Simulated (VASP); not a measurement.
# SrO (P6_3/mmc) in VASP: further runs

SrO is run at these levels: PBE, r2SCAN; tasks: single point.

Program: VASP 6.6.1. These are calculated values, not measurements. Logs are shortened: lines on timing, memory, paths and dates and some standing lists are left out, and cuts for length are marked.

## 1. The cell of the first run

Symmetry: P6_3/mmc, No. 194, hexagonal system. The conventional cell has a = 4.270 Å, b = 4.270 Å, c = 5.144 Å, α = 90.00°, β = 90.00°, γ = 120.00°. Within 3.3 Å of Sr (site symmetry -6m2) lie 5 O at 2.47 to 2.57 Å. O (site symmetry -6m2) has 5 Sr at 2.47 to 2.57 Å within 3.3 Å.

## 2. Single point, PBE

INCAR reads:

```
SYSTEM = SrO
ALGO = Normal
EDIFF = 1E-7
ENCUT = 520
GGA = PE
ISIF = 2
ISMEAR = 0
LASPH = .True.
LCHARG = .False.
LREAL = .False.
LWAVE = .False.
NBANDS = 24
NELM = 100
PREC = Accurate
SIGMA = 0.01
```

KPOINTS reads:

```
k-points
0
Gamma
  6 6 4
  0 0 0
```

POSCAR reads:

```
SrO
1.0
    4.2700309501      0.0000000000      0.0000000000
   -2.1350154750      3.6979552777      0.0000000000
    0.0000000000      0.0000000000      5.1444468281
Sr O
2 2
Direct
    0.3333333333      0.6666666667     -0.0625000000
    0.6666666667      0.3333333333      0.4375000000
    0.3333333333      0.6666666667      0.4375000000
    0.6666666667      0.3333333333      0.9375000000
```

Potentials or basis: VASP PAW PBE potentials, release 64 (Sr_sv, O).

Launch:

```
$ cat potpaw_PBE.64/Sr_sv/POTCAR potpaw_PBE.64/O/POTCAR > POTCAR
$ mpirun -np 1 vasp_std > vasp.out
```

OUTCAR:

```text
SYSTEM = SrO
   EDIFF = 1E-7
   ENCUT = 520
   GGA = PE
   ISIF = 2
   ISMEAR = 0
   LASPH = .True.
   LREAL = .False.
   NELM = 100
   PREC = Accurate

 ion  position               nearest neighbor table
   1  0.333  0.667  0.938-   4 2.47   4 2.47   4 2.47   3 2.57   3 2.57   2 3.56   2 3.56   2 3.56
                             2 3.56   2 3.56   2 3.56
   2  0.667  0.333  0.438-   3 2.47   3 2.47   3 2.47   4 2.57   4 2.57   1 3.56   1 3.56   1 3.56
                             1 3.56   1 3.56   1 3.56
   3  0.333  0.667  0.438-   2 2.47   2 2.47   2 2.47   1 2.57   1 2.57
   4  0.667  0.333  0.938-   1 2.47   1 2.47   1 2.47   2 2.57   2 2.57

  LATTYP: Found a hexagonal cell.
 ALAT       =     4.2700309501
 C/A-ratio  =     1.2047797518

  Lattice vectors:

 A1 = (   4.2700309501,   0.0000000000,   0.0000000000)
 A2 = (  -2.1350154750,   3.6979552777,   0.0000000000)
 A3 = (   0.0000000000,   0.0000000000,   5.1444468281)

Analysis of symmetry for initial positions (statically):
=====================================================================
 Subroutine PRICEL returns:
 Original cell was already a primitive cell.

 Routine SETGRP: Setting up the symmetry group for a
 hexagonal supercell.

 Subroutine GETGRP returns: Found 24 space group operations
 (whereof  6 operations were pure point group operations)
 out of a pool of 24 trial point group operations.

The static configuration has the point symmetry C_3v.
 The point group associated with its full space group is D_6h.

Analysis of symmetry for dynamics (positions and initial velocities):
=====================================================================
 Subroutine PRICEL returns:
 Original cell was already a primitive cell.

 Routine SETGRP: Setting up the symmetry group for a
 hexagonal supercell.

 Subroutine GETGRP returns: Found 24 space group operations
 (whereof  6 operations were pure point group operations)
 out of a pool of 24 trial point group operations.

The dynamic configuration has the point symmetry C_3v.
 The point group associated with its full space group is D_6h.

 Subroutine INISYM returns: Found 24 space group operations
 (whereof  6 operations are pure point group operations),
 and found     1 'primitive' translations

----------------------------------------------------------------------------------------

                                     Primitive cell

  volume of cell :      81.2328

  direct lattice vectors                    reciprocal lattice vectors
     4.270030950  0.000000000  0.000000000     0.234190340  0.135209856  0.000000000
    -2.135015475  3.697955278  0.000000000     0.000000000  0.270419712  0.000000000
     0.000000000  0.000000000  5.144446828     0.000000000  0.000000000  0.194384359

  length of vectors
     4.270030950  4.270030950  5.144446828     0.270419712  0.270419712  0.194384359

  position of ions in fractional coordinates (direct lattice)
     0.333333333  0.666666667  0.937500000
     0.666666667  0.333333333  0.437500000
     0.333333333  0.666666667  0.437500000
     0.666666667  0.333333333  0.937500000

  ion indices of the primitive-cell ions
   primitive index   ion index
                 1           1
                 2           2
                 3           3
                 4           4

----------------------------------------------------------------------------------------

 KPOINTS: k-points

Automatic generation of k-mesh.
 Grid dimensions read from file:
 generate k-points for:    6    6    4

 Generating k-lattice:

  Cartesian coordinates                     Fractional coordinates (reciprocal lattice)
     0.039031723  0.022534976  0.000000000     0.166666667  0.000000000  0.000000000
     0.000000000  0.045069952  0.000000000     0.000000000  0.166666667  0.000000000
     0.000000000  0.000000000  0.048596090     0.000000000  0.000000000  0.250000000

  Length of vectors
     0.045069952  0.045069952  0.048596090

  Shift w.r.t. Gamma in fractional coordinates (k-lattice)
     0.000000000  0.000000000  0.000000000

 Subroutine IBZKPT returns following result:
 ===========================================

 Found     21 irreducible k-points:

 Following reciprocal coordinates:
            Coordinates               Weight
  0.000000  0.000000  0.000000      1.000000
  0.166667  0.000000  0.000000      6.000000
  0.333333  0.000000  0.000000      6.000000
  0.500000  0.000000  0.000000      3.000000
  0.166667  0.166667  0.000000      6.000000
  0.333333  0.166667  0.000000     12.000000
[... 13 lines left out ...]
  0.333333  0.166667  0.500000     12.000000
  0.333333  0.333333  0.500000      2.000000
   k-points           NKPTS =     21   k-points in BZ     NKDIM =     21   number of bands    NBANDS=     24
   number of dos      NEDOS =    301   number of ions     NIONS =      4
   total plane-waves  NPLWV =  40960
   dimension x,y,z NGX =    32 NGY =   32 NGZ =   40
   dimension x,y,z NGXF=    64 NGYF=   64 NGZF=   80
   ions per type =               2   2
   NGX,Y,Z   is equivalent  to a cutoff of  12.46, 12.46, 12.93 a.u.
   NGXF,Y,Z  is equivalent  to a cutoff of  24.92, 24.92, 25.85 a.u.
 SYSTEM =  SrO
   PREC   = accura    normal or accurate (medium, high low for compatibility)
   ISTART =      0    job   : 0-new  1-cont  2-samecut
   ICHARG =      2    charge: 1-file 2-atom 10-const
   ISPIN  =      1    spin polarized calculation?
   LNONCOLLINEAR =      F non collinear calculations
   LSORBIT =      F    spin-orbit coupling
   LASPH  =      T    aspherical Exc in radial PAW
   ENCUT  =  520.0 eV  38.22 Ry    6.18 a.u.   7.94  7.94  9.57*2*pi/ulx,y,z
   NELM   =    100;   NELMIN=  2; NELMDL= -5     # of ELM steps
   EDIFF  = 0.1E-06   stopping-criterion for ELM
   LREAL  =      F    real-space projection
   EDIFFG = 0.1E-05   stopping-criterion for IOM
   NSW    =      0    number of steps for IOM
   IBRION =     -1    ionic relax: 0-MD 1-quasi-New 2-CG
   NFREE  =      0    steps in history (QN), initial steepest desc. (CG)
   ISIF   =      2    stress and relaxation
   ISYM   =      2    0-nonsym 1-usesym 2-fastsym
   POTIM  = 0.5000    time-step for ionic-motion
   TEBEG  =    0.0;   TEEND  =   0.0 temperature during run
   PSTRESS=    0.0 pullay stress
   NELECT =      32.0000    total number of electrons
   NUPDOWN=      -1.0000    fix difference up-down
   EMIN   =  10.00;   EMAX   =-10.00  energy-range for DOS
   EFERMI =   0.00;   METHOD = LEGACY
   ISMEAR =     0;   SIGMA  =   0.01  broadening in eV -4-tet -1-fermi 0-gaus
   EFERMI_NEDOS =   21; number of points for ismear=-14 and -15
   IALGO  =     38    algorithm
   IMIX   =      4    mixing-type and parameters
     AMIX     =   0.40;   BMIX     =  1.00
     AMIX_MAG =   1.60;   BMIX_MAG =  1.00
  volume/ion in A,a.u.               =      20.31       137.05
  Fermi-wavevector in a.u.,A,eV,Ry     =   1.200092  2.267844 19.595378  1.440220
  Thomas-Fermi vector in A             =   2.335937
   LORBIT       =      0    0 simple, 1 ext, 2 COOP (PROOUT), +10 PAW based schemes
   GGA     = PE    functional components
   LHFCALC =     F    Hartree Fock is set to
   AEXX    =    0.0000 exact exchange contribution
   IVDW    =     0    specifies the selected vdW correction
   LEPSILON=     F    determine dielectric tensor
   LRPA    =     F    only Hartree local field effects (RPA)
 non-spin polarized calculation
 Gauss-broadening in eV      SIGMA  =   0.01
  energy-cutoff  :      520.00
  volume of cell :       81.23
 maximum number of plane-waves:      2208
 NGX is ok and might be reduce to    32
   NGX = 15   NGY = 15   NGZ = 19

 number of electron      32.0000008 magnetization

 Free energy of the ion-electron system (eV)
  ---------------------------------------------------
  ext. energy  EPLUGINS =         0.00000000
  ---------------------------------------------------
  free energy    TOTEN  =       -23.89444125 eV

  energy without entropy =      -23.89444125  energy(sigma->0) =      -23.89444125

 E-fermi :   0.8959     XC(G=0):  -8.9594

 val. band max:        0.7839351047   @ k =   0.0000   0.0000   0.0000
 cond. band min:       3.4231776694   @ k =   0.0000   0.0000   0.0000
 fundamental gap:      2.6392425647
 Fermi energy:         0.8958868008

 k-point     1 :       0.0000    0.0000    0.0000
  band No.  band energies     occupation
      1     -31.6214      2.00000
      2     -31.4529      2.00000
      3     -14.2566      2.00000
      4     -14.2546      2.00000
      5     -14.1596      2.00000
      6     -13.7618      2.00000
[... 16 lines left out ...]
     23       9.3583      0.00000
     24       9.6548      0.00000

 k-point     2 :       0.1667    0.0000    0.0000
  band No.  band energies     occupation
      1     -31.6071      2.00000
      2     -31.4583      2.00000
      3     -14.7260      2.00000
      4     -14.6479      2.00000
      5     -14.1045      2.00000
      6     -13.7988      2.00000
[... 16 lines left out ...]
     23       9.2540      0.00000
     24       9.2677      0.00000

 k-point     3 :       0.3333    0.0000    0.0000
  band No.  band energies     occupation
      1     -31.5725      2.00000
      2     -31.4751      2.00000
      3     -15.1843      2.00000
      4     -15.0946      2.00000
      5     -13.9634      2.00000
      6     -13.8660      2.00000
[... 16 lines left out ...]
     23       9.0850      0.00000
     24       9.5232      0.00000
[... 433 lines left out ...]
 k-point    20 :       0.3333    0.1667    0.5000
  band No.  band energies     occupation
      1     -31.5176      2.00000
      2     -31.5176      2.00000
      3     -15.6858      2.00000
      4     -15.6858      2.00000
      5     -13.7304      2.00000
      6     -13.7304      2.00000
[... 16 lines left out ...]
     23       9.8762      0.00000
     24       9.8762      0.00000

 k-point    21 :       0.3333    0.3333    0.5000
  band No.  band energies     occupation
      1     -31.5152      2.00000
      2     -31.5152      2.00000
      3     -15.7402      2.00000
      4     -15.7402      2.00000
      5     -13.7814      2.00000
      6     -13.7814      2.00000
[... 16 lines left out ...]
     23      10.0244      0.00000
     24      10.0244      0.00000

------------------------ aborting loop because EDIFF is reached ----------------------------------------

  FORCE on cell =-STRESS in cart. coord.  units (eV):
  Direction    XX          YY          ZZ          XY          YZ          ZX
  --------------------------------------------------------------------------------------
  -------------------------------------------------------------------------------------
  Total        0.7975932      0.7975932      1.0292853      0.0000000     -0.0000000      0.0000000
  in kB       15.7311569     15.7311569     20.3008857      0.0000000     -0.0000000      0.0000000
  external PRESSURE =      17.2543998 kB  Pullay stress =       0.0000000 kB

 VOLUME and BASIS-vectors are now :
 -----------------------------------------------------------------------------
  energy-cutoff  :      520.00
  volume of cell :       81.23
      direct lattice vectors                 reciprocal lattice vectors
     4.270030950  0.000000000  0.000000000     0.234190340  0.135209856  0.000000000
    -2.135015475  3.697955278  0.000000000     0.000000000  0.270419712  0.000000000
     0.000000000  0.000000000  5.144446828     0.000000000  0.000000000  0.194384359

 POSITION                                       TOTAL-FORCE (eV/Angst)
 -----------------------------------------------------------------------------------
     -0.00000      2.46530      4.82292         0.000000     -0.000000     -0.000000
      2.13502      1.23265      2.25070        -0.000000      0.000000     -0.000000
     -0.00000      2.46530      2.25070         0.000000      0.000000      0.000000
      2.13502      1.23265      4.82292        -0.000000     -0.000000      0.000000
 -----------------------------------------------------------------------------------
    total drift:                               -0.000000      0.000000      0.000000

  FREE ENERGIE OF THE ION-ELECTRON SYSTEM (eV)
  ---------------------------------------------------
  free  energy   TOTEN  =       -23.8944412490 eV

  energy  without entropy=      -23.8944412490  energy(sigma->0) =      -23.89444125
```

Wall time 18 s (1 thread of Intel Xeon 6975P-C (Granite Rapids), shared host); peak memory 0.2 GiB.

Results:

```
Free energy            : -23.8944 eV
Pressure               : 1.7 GPa
Band gap on the k mesh : 2.64 eV, direct
```

Stress tensor (GPa, compression positive):
```
1.57 0.00 0.00
0.00 1.57 0.00
0.00 0.00 2.03
```

Levels at points of the mesh, in eV from the valence-band top:
```tsv
k point	band 14	band 15	band 16	band 17	band 18	band 19
(0.00, 0.00, 0.00)	-0.90	-0.33	0.00	2.64	6.12	6.12
(0.50, 0.00, 0.00)	-0.36	-0.34	-0.27	4.29	4.83	5.06
(0.00, 0.00, 0.50)	-1.10	-1.10	-1.10	4.34	4.34	7.86
(0.50, 0.00, 0.50)	-0.91	-0.44	-0.44	4.93	4.93	7.39
```

## 3. Single point, PBE

INCAR reads:

```
ALGO = Normal ; EDIFF = 1E-6
ENCUT = 520 ; GGA = PE
ISIF = 2 ; ISMEAR = 0
LASPH = True ; LCHARG = True
LELF = True ; LREAL = False
LVHAR = True ; LWAVE = False
NBANDS = 24 ; NELM = 100
PREC = Accurate ; SIGMA = 0.01
```

KPOINTS reads:

```
k-points
0
Gamma
  6 6 4
```

POSCAR is that of step 2.

Potentials or basis: VASP PAW PBE potentials, release 64 (Sr_sv, O).

Launch:

```
$ cat potpaw_PBE.64/Sr_sv/POTCAR potpaw_PBE.64/O/POTCAR > POTCAR
$ mpirun -np 1 vasp_std > vasp.out
```

Run time: 15 s. Hardware: 1 thread of Intel Xeon 6975P-C (Granite Rapids), shared host; peak memory 0.2 GiB.

Results (log left out):

```
Free energy            : -23.8944 eV
Pressure               : 1.7 GPa
Band gap on the k mesh : 2.64 eV, direct
```

Stress tensor (GPa, compression positive):
```
1.57 0.00 0.00
0.00 1.57 0.00
0.00 0.00 2.03
```

Levels at points of the mesh, in eV from the valence-band top:
| k point | band 12 | band 13 | band 14 | band 15 | band 16 | band 17 | band 18 | band 19 | band 20 | band 21 |
| --- | --- | --- | --- | --- | --- | --- | --- | --- | --- | --- |
| (0.00, 0.00, 0.00) | -1.06 | -0.90 | -0.90 | -0.33 | 0.00 | 2.64 | 6.12 | 6.12 | 7.13 | 8.07 |
| (0.50, 0.00, 0.00) | -0.86 | -0.37 | -0.36 | -0.34 | -0.27 | 4.29 | 4.83 | 5.06 | 7.16 | 8.06 |
| (0.00, 0.00, 0.50) | -1.26 | -1.10 | -1.10 | -1.10 | -1.10 | 4.34 | 4.34 | 7.86 | 7.86 | 7.86 |
| (0.50, 0.00, 0.50) | -1.64 | -0.91 | -0.91 | -0.44 | -0.44 | 4.93 | 4.93 | 7.39 | 7.39 | 8.13 |

As with any semilocal functional, this PBE gap is likely too small.

## 4. Single point, r2SCAN

POSCAR is that of step 3.

INCAR.step1 reads:

```
SYSTEM = SrO
ALGO = Normal
EDIFF = 1E-4
ENCUT = 520
GGA = PE
ISMEAR = 0
LASPH = .True.
LCHARG = .False.
LREAL = .False.
LWAVE = .True.
NBANDS = 24
NELM = 100
PREC = Accurate
SIGMA = 0.01
```

INCAR.step2 reads:

```
SYSTEM = SrO
ALGO = Normal
EDIFF = 1E-7
ENCUT = 520
ISIF = 2
ISMEAR = 0
ISTART = 1
LASPH = .True.
LCHARG = .True.
LELF = .True.
LMIXTAU = .True.
LREAL = .False.
LVHAR = .True.
LWAVE = .False.
METAGGA = R2SCAN
NBANDS = 24
NELM = 100
PREC = Accurate
SIGMA = 0.01
```

KPOINTS reads:

```
k-points
0
Gamma
  6 6 4
  0 0 0
```

Launch:

```
$ cat potpaw_PBE.64/Sr_sv/POTCAR potpaw_PBE.64/O/POTCAR > POTCAR
$ cp INCAR.step1 INCAR
$ mpirun -np 1 vasp_std > vasp.out
$ cp INCAR.step2 INCAR
$ mpirun -np 1 vasp_std > vasp.out
```

Run time: 64 s. Hardware: 1 thread of Intel Xeon 6975P-C (Granite Rapids), shared host; peak memory 0.22 GiB.

The run converged. Its results:

| Quantity | Value |
| --- | --- |
| Free energy | -53.7638 eV |
| Pressure | 0.5 GPa |
| Band gap on the k mesh | 3.02 eV, direct |

Levels at points of the mesh, in eV from the valence-band top:
```tsv
k point	band 12	band 13	band 14	band 15	band 16	band 17	band 18	band 19	band 20	band 21
(0.00, 0.00, 0.00)	-1.05	-0.89	-0.89	-0.32	0.00	3.02	6.73	6.73	7.70	8.80
(0.50, 0.00, 0.00)	-0.84	-0.36	-0.35	-0.33	-0.27	4.63	5.26	5.62	7.85	8.67
(0.00, 0.00, 0.50)	-1.23	-1.09	-1.09	-1.09	-1.09	4.72	4.72	8.48	8.48	8.48
(0.50, 0.00, 0.50)	-1.60	-0.90	-0.90	-0.43	-0.43	5.29	5.29	8.00	8.00	8.77
```

Caveat: the PAW data sets were made with another functional, which shifts forces and pressure a little. r2SCAN opens gaps a little over a GGA but as a rule still falls short of measured ones.

## 5. Single point, r2SCAN

POSCAR is that of step 4.

INCAR.step1 reads:

```
ALGO = Normal
EDIFF = 1E-4
ENCUT = 520
GGA = PE
ISMEAR = 0
LASPH = T
LCHARG = F
LREAL = F
LWAVE = T
NBANDS = 24
NELM = 60
PREC = Accurate
SIGMA = 0.01
```

INCAR.step2 reads:

```
ALGO = Normal
EDIFF = 1E-6
ENCUT = 520
ISIF = 2
ISMEAR = 0
ISTART = 1
LASPH = T
LCHARG = F
LMIXTAU = T
LREAL = F
LWAVE = F
METAGGA = R2SCAN
NBANDS = 24
NELM = 60
PREC = Accurate
SIGMA = 0.01
```

KPOINTS reads:

```
k-points
0
Gamma
  6 6 4
```

Launch:

```
$ cat potpaw_PBE.64/Sr_sv/POTCAR potpaw_PBE.64/O/POTCAR > POTCAR
$ cp INCAR.step1 INCAR
$ mpirun -np 1 vasp_std > vasp.out
$ cp INCAR.step2 INCAR
$ mpirun -np 1 vasp_std > vasp.out
```

Wall time 49 s (1 thread of Intel Xeon 6975P-C (Granite Rapids), shared host); peak memory 0.21 GiB.

It converged, with:

| Quantity | Value |
| --- | --- |
| Free energy | -53.7638 eV |
| Pressure | 0.5 GPa |
| Band gap on the k mesh | 3.02 eV, direct |

Levels at points of the mesh, in eV from the valence-band top:
```tsv
k point	band 12	band 13	band 14	band 15	band 16	band 17	band 18	band 19	band 20	band 21
(0.00, 0.00, 0.00)	-1.05	-0.89	-0.89	-0.32	0.00	3.02	6.73	6.73	7.70	8.80
(0.50, 0.00, 0.00)	-0.84	-0.36	-0.35	-0.33	-0.27	4.63	5.26	5.62	7.85	8.67
(0.00, 0.00, 0.50)	-1.23	-1.09	-1.09	-1.09	-1.09	4.72	4.72	8.48	8.48	8.48
(0.50, 0.00, 0.50)	-1.60	-0.90	-0.90	-0.43	-0.43	5.29	5.29	8.00	8.00	8.77
```

Caveat: the PAW data sets were made with another functional, which shifts forces and pressure a little.
